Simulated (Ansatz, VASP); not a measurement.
## Two plane-wave programs on TaN

```xyz
6
Lattice="-2.9240 0.0000 0.0000 -1.4620 -2.5322 0.0000 0.0000 0.0000 8.6122" Properties=species:S:1:pos:R:3 pbc="T T T"
Ta   -1.4620   -0.8441    1.4354
Ta   -1.4620   -0.8441    4.3061
Ta   -1.4620   -0.8441    7.1768
N     0.0000    0.0000    0.0000
N     0.0000    0.0000    2.8707
N     0.0000    0.0000    5.7415
```

Alike in both runs: task single point; functional PBEsol; k mesh 23 × 23 × 7; occupations gaussian, width 0.15 eV; no spin polarisation.

|  | VASP | Ansatz |
| --- | --- | --- |
| version | VASP 6.6.1 | Ansatz 0.2.0 |
| potentials or method | VASP PAW PBE potentials, release 64 (Ta_pv, N), cutoff 520 eV | scalar-relativistic, plane waves, PAW |
| valence electrons in the cell | 48 | 54 |

Ansatz gave:

- gap on the k mesh at the Fermi level (eV): none
- pressure (GPa): 0.0
- traceless stress, the component that is largest in VASP (GPa): 0.01

Task: Estimate VASP's values.

Result: gap on the k mesh at the Fermi level (eV): none; pressure (GPa): 0.9; traceless stress, the component that is largest in VASP (GPa): 0.14.

VASP's potentials were made for PBE, not for PBEsol. A gap of «none» marks a metal or a gap that the smearing closes. VASP's potentials hold 48 valence electrons a cell and Ansatz's 54, so a difference there can come from the potentials and not from the codes.

Spin-orbit coupling is off throughout.
